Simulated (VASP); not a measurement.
Wanted: the native input for a VASP 6.6.1 run.

| Property | Result |
| --- | --- |
| Task | single point |
| Functional | HSE06 |
| Potentials or basis | VASP PAW PBE potentials, release 64 (Si, C) |
| Cutoff | 520 eV |
| k mesh | 8 × 8 × 8 |
| Occupations | gaussian, width 0.01 eV |
| Spin | no spin polarisation |
| Dipole correction | no |
| Grid for exact exchange (PRECFOCK) | Normal |
| Further INCAR settings | ALGO = Normal; EDIFF = 1e-06; NBANDS = 11 |
| Share of exact exchange | 0.25 |
| Screening parameter | 0.2079 1/Å |

The system is SiC.

```
Si C
1.0
     0.00000    2.17805    2.17805
     2.13449    0.00000    2.17805
     2.13449    2.17805    0.00000
Si C
1 1
Cartesian
  0.0000 0.0000 0.0000
  1.0672 1.0890 1.0890
```

This cell differs from its parent crystal: uniaxial x strain -2.0%.

One way to write it, as run:

POSCAR

```
SiC
1.0
    0.0000000000      2.1780523450      2.1780523450
    2.1344912981      0.0000000000      2.1780523450
    2.1344912981      2.1780523450      0.0000000000
Si C
1 1
Direct
    0.0000000000      0.0000000000      0.0000000000
    0.2500000000      0.2500000000      0.2500000000
```

INCAR.step1

```
SYSTEM = SiC
PREC = Accurate ; ENCUT = 520
EDIFF = 1E-5 ; ISMEAR = 0
SIGMA = 0.01 ; LREAL = .FALSE.
LASPH = .TRUE. ; NELM = 60
ALGO = Normal ; ISIF = 2
LWAVE = .TRUE. ; LCHARG = .FALSE.
NBANDS = 11 ; GGA = PE
```

INCAR.step2

```
SYSTEM = SiC
PREC = Accurate ; ENCUT = 520
EDIFF = 1E-6 ; ISMEAR = 0
SIGMA = 0.01 ; LREAL = .FALSE.
LASPH = .TRUE. ; NELM = 60
ALGO = Normal ; ISIF = 2
LWAVE = .FALSE. ; LCHARG = .FALSE.
GGA = PE ; LHFCALC = .TRUE.
HFSCREEN = 0.2079 ; PRECFOCK = Normal
NBANDS = 11 ; ISTART = 1
```

KPOINTS

```
Automatic mesh
0
G
  8 8 8
  0 0 0
```

Potentials or basis: VASP PAW PBE potentials, release 64 (Si, C).

The run is started by

```console
$ cat potpaw_PBE.64/Si/POTCAR potpaw_PBE.64/C/POTCAR > POTCAR
$ cp INCAR.step1 INCAR
$ mpirun -np 1 vasp_std > vasp.out
$ cp INCAR.step2 INCAR
$ mpirun -np 1 vasp_std > vasp.out
```

Results of the run:

```json
{
 "Pressure": "3.2 GPa",
 "Band gap on the k mesh": "2.00 eV (least direct gap 5.73 eV)"
}
```

Caveat: the cell differs from its parent crystal (uniaxial x strain -2.0%); the stress differs along the axes, from 1 to 7 GPa; the PAW data sets were made with another functional, which shifts forces and pressure a little.

It took 73 min on 1 thread of Oxide Virtual Turin-like Processor (shared host), peak memory 0.23 GiB.
